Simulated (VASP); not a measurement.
Write the native input for VASP 6.6.1 that does the following.

| Item | Value |
| --- | --- |
| Task | relaxation of cell and atoms |
| Functional | PBE |
| Potentials or basis | VASP PAW PBE potentials, release 64 (Si, C) |
| Cutoff | 600 eV |
| k mesh | 12 × 12 × 4 |
| Occupations | gaussian, width 0.1 eV |
| Spin | no spin polarisation |
| Dipole correction | no |
| Further INCAR settings | ALGO = Normal; EDIFF = 1e-06; IBRION = 2; EDIFFG = -0.01; NSW = 100; ISIF = 3 |

The structure of Si2C lies in POSCAR:

```
Si2C
1.0
    3.2114014936      0.0000000000      0.0000000000
   -1.6057007468      2.7811552752      0.0000000000
    0.0000000000      0.0000000000      8.9054525263
Si C
4 2
Direct
    0.3333333333      0.6666666667      0.0730167105
    0.6666666667      0.3333333333      0.6639021336
    0.3333333333      0.6666666667      0.3360978664
    0.6666666667      0.3333333333      0.9269832895
    0.0000000000      0.0000000000      0.4090390565
    0.0000000000      0.0000000000      0.5909609435
```

One way to write it, as run:

INCAR

```
PREC = Accurate
ENCUT = 600
EDIFF = 1E-6
ISMEAR = 0
SIGMA = 0.1
LREAL = F
LASPH = T
NELM = 60
ALGO = Normal
ISIF = 3
LWAVE = F
LCHARG = F
GGA = PE
IBRION = 2
NSW = 100
EDIFFG = -0.01
```

KPOINTS

```
regular mesh
0
Gamma
  12 12 4
```

Potentials or basis: VASP PAW PBE potentials, release 64 (Si, C).

The run is started by

```bash
$ cat potpaw_PBE.64/Si/POTCAR potpaw_PBE.64/C/POTCAR > POTCAR
$ mpirun -np 1 vasp_std > vasp.out
```

Results of the run:

The relaxed volume is 13.21 Å³/atom and the relaxed cell is a = 3.203 Å, b = 3.203 Å, c = 8.925 Å, α = 90.00°, β = 90.00°, γ = 120.00°. The space group after relaxing (to 0.1 Å) is P-3m1 (No. 164). The energy gained by relaxing is 0.2 meV/atom and the ionic steps are 6. The pressure after relaxing is 0.0 GPa. The band gap on the k mesh is zero (bands 12 and 13 overlap by 2.72 eV).

Wall time 6.8 min on 1 thread of Intel Xeon 8259CL, with other jobs on the host, peak memory 0.28 GiB.
